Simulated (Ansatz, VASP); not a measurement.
## TaRu in VASP and in Ansatz

The input INCAR:

```
SYSTEM = TaRu
ALGO = Normal
EDIFF = 1E-7
EDIFFG = -0.005
ENCUT = 600
GGA = CA
IBRION = 2
ISIF = 3
ISMEAR = 0
LASPH = .True.
LCHARG = .False.
LREAL = .False.
LWAVE = .False.
NELM = 80
NSW = 100
PREC = Accurate
SIGMA = 0.1
```

Contents of KPOINTS:

```
k-points
0
Gamma
  14 14 14
  0 0 0
```

POSCAR

```
TaRu
1.0
    3.1194155737      0.0000000000      0.0000000000
    0.0000000000      3.1194155737      0.0000000000
    0.0000000000      0.0000000000      3.1194155737
Ta Ru
1 1
Direct
    0.5000000000      0.5000000000      0.5000000000
    0.0000000000      0.0000000000      0.0000000000
```

Input for Ansatz:

```yaml
crystal:
  lattice:
    - [3.1194155769, 0.0, 0.0]
    - [0.0, 3.1194155769, 0.0]
    - [0.0, 0.0, 3.1194155769]
  atoms:
    - { symbol: Ta, position: [0.5, 0.5, 0.5] }
    - { symbol: Ru, position: [0.0, 0.0, 0.0] }
basis:
  ecutwfc: 420
kpoints:
  mp_grid: { grid: [14, 14, 14] }
hamiltonian:
  xc: lda
scf:
  occupations: { method: gaussian, width: 0.1 }
output:
  forces: true
  stress: true
  eigenvalues: true
relax:
  adjacent_minimum: "off"
  f_tol: 0.005
  max_steps: 80
  cell: { stress_tol: 0.05 }
```

Alike in both runs: task relaxation of cell and atoms; functional LDA; k mesh 14 × 14 × 14; occupations gaussian, width 0.1 eV; no spin polarisation.

```csv
,VASP,Ansatz
version,VASP 6.6.1,Ansatz 0.2.0
potentials or method,"VASP PAW LDA potentials, release 64 (Ta_pv, Ru_pv), cutoff 600 eV","scalar-relativistic, plane waves, PAW"
valence electrons in the cell,25,29
```

|  | VASP | Ansatz | Ansatz less VASP |
| --- | --- | --- | --- |
| gap on the k mesh at the Fermi level, each at its own relaxed structure (eV) | none | none | - |
| relaxed volume (Å³/atom) | 15.22 | 15.16 | -0.056 |
| relaxed cell length with the largest relative difference (Å) | 3.122 | 3.118 | -0.0038 |

LDA's correlation is that of Perdew and Zunger in VASP and of Perdew and Wang (1992) in Ansatz. A gap of «none» marks a metal or a gap that the smearing closes. VASP's potentials hold 25 valence electrons a cell and Ansatz's 29, so a difference there can come from the potentials and not from the codes.

Spin-orbit coupling is off throughout.
